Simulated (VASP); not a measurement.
Set up this calculation in VASP 6.6.1, as the native input.

* Task: single point
* Functional: PBEsol
* Potentials or basis: VASP PAW PBE potentials, release 64 (Se)
* Cutoff: 500 eV
* k mesh: 6 × 6 × 6
* Occupations: gaussian, width 0.01 eV
* Spin: no spin polarisation
* Dipole correction: no
* Further INCAR settings: ALGO = Normal; EDIFF = 1e-06; NBANDS = 16

The structure of Se lies in POSCAR:

```
Se
1.0
    3.7191091518      0.0000000000      0.0000000000
   -1.8595545759      3.2208430049      0.0000000000
    0.0000000000      0.0000000000      5.1599306929
Se
3
Direct
    0.2750176037      0.0000000000      0.3333333333
    0.0000000000      0.2750176037      0.6666666667
    0.7249823963      0.7249823963      0.0000000000
```

These files were run (other wordings do the same):

INCAR

```
PREC = Accurate
ENCUT = 500
EDIFF = 1E-6
ISMEAR = 0
SIGMA = 0.01
LREAL = False
LASPH = True
NELM = 120
ALGO = Normal
ISIF = 2
LWAVE = False
LCHARG = False
GGA = PS
NBANDS = 16
GGA_COMPAT = False
```

KPOINTS

```
regular mesh
0
Gamma
  6 6 6
```

Potentials or basis: VASP PAW PBE potentials, release 64 (Se).

Command:

```sh
$ cat potpaw_PBE.64/Se/POTCAR > POTCAR
$ mpirun -np 1 vasp_std > vasp.out
```

It gave:

```
Pressure               : 7.2 GPa
Largest force          : 0.025 eV/Å
Band gap on the k mesh : zero (filled and empty bands touch)
```

Caveat: the cell stands under pressure; the PAW data sets were made with another functional, which shifts forces and pressure a little.

Run time: 20 s on 1 thread of AMD EPYC 7R13 Processor (Zen 3) (shared host), peak memory 0.15 GiB.
